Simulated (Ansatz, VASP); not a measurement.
# GaN in VASP and in Ansatz

```xyz
2
Lattice="0.0000 2.2490 2.2490 2.2490 0.0000 2.2490 2.2490 2.2490 0.0000" Properties=species:S:1:pos:R:3 pbc="T T T"
Ga    0.0000    0.0000    0.0000
N     3.3734    3.3734    3.3734
```

Alike in both runs: task single point; functional r2SCAN; k mesh 10 × 10 × 10; no spin polarisation.

```csv
,VASP,Ansatz
version,VASP 6.6.1,Ansatz 0.2.0
potentials or method,"VASP PAW PBE potentials, release 64 (Ga_d, N)","plane waves, PAW"
plane-wave cutoff (eV),520,500
occupations,"gaussian, width 0.01 eV",fixed
valence electrons in the cell,18,18
```

```tsv
	VASP	Ansatz	Ansatz less VASP
gap on the k mesh at the Fermi level (eV)	2.16	2.17	+0.009
pressure (GPa)	1.1	0.0	-1.07
```

VASP's potentials were made for PBE, not for r2SCAN.
